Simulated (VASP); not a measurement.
Wanted: the native input for a VASP 6.6.1 run.

* Task: single point
* Functional: r2SCAN
* Potentials or basis: VASP PAW PBE potentials, release 64 (Zn, F)
* Cutoff: 660 eV
* k mesh: 6 × 6 × 8
* Occupations: gaussian, width 0.02 eV
* Spin: no spin polarisation
* Dipole correction: no
* Further INCAR settings: ALGO = Normal; EDIFF = 1e-06; NBANDS = 35

The system is ZnF2.

```xyz
6
Lattice="4.7021 0.0000 0.0000 0.0000 4.7021 0.0000 0.0000 0.0000 3.1284" Properties=species:S:1:pos:R:3 pbc="T T T"
Zn    0.0000    0.0000    0.0000
Zn    2.3510    2.3510    1.5642
F     1.4258    1.4258    0.0000
F     0.9253    3.7768    1.5642
F     3.2763    3.2763    0.0000
F     3.7768    0.9253    1.5642
```

The input as run:

POSCAR

```
ZnF2
1.0
    4.7020689692      0.0000000000      0.0000000000
    0.0000000000      4.7020689692      0.0000000000
    0.0000000000      0.0000000000      3.1283949104
Zn F
2 4
Direct
    0.0000000000      0.0000000000      0.0000000000
    0.5000000000      0.5000000000      0.5000000000
    0.3032248209      0.3032248209      0.0000000000
    0.1967751791      0.8032248209      0.5000000000
    0.6967751791      0.6967751791      0.0000000000
    0.8032248209      0.1967751791      0.5000000000
```

INCAR.step1

```
PREC = Accurate
ENCUT = 660
ISMEAR = 0
SIGMA = 0.02
LREAL = False
LASPH = True
NELM = 120
NBANDS = 35
GGA = PE
ALGO = Normal
EDIFF = 1E-5
LWAVE = True
LCHARG = False
GGA_COMPAT = False
```

INCAR.step2

```
PREC = Accurate
ENCUT = 660
EDIFF = 1E-6
ISMEAR = 0
SIGMA = 0.02
LREAL = False
LASPH = True
NELM = 120
ALGO = Normal
ISIF = 2
LWAVE = False
LCHARG = False
METAGGA = R2SCAN
LMIXTAU = True
NBANDS = 35
ISTART = 1
GGA_COMPAT = False
```

KPOINTS

```
Automatic mesh
0
Gamma
  6 6 8
```

Potentials or basis: VASP PAW PBE potentials, release 64 (Zn, F).

Command:

```sh
$ cat potpaw_PBE.64/Zn/POTCAR potpaw_PBE.64/F/POTCAR > POTCAR
$ cp INCAR.step1 INCAR
$ mpirun -np 1 vasp_std > vasp.out
$ cp INCAR.step2 INCAR
$ mpirun -np 1 vasp_std > vasp.out
```

Results of the run:

* Pressure: 0.3 GPa
* Largest force: 0.016 eV/Å
* Band gap on the k mesh: 4.22 eV

Caveat: the PAW data sets were made with another functional, which shifts forces and pressure a little.

Run time: 5.2 min on 1 thread of AMD EPYC 9R45 96-Core Processor (Zen 5), with other jobs on the host, peak memory 0.27 GiB.
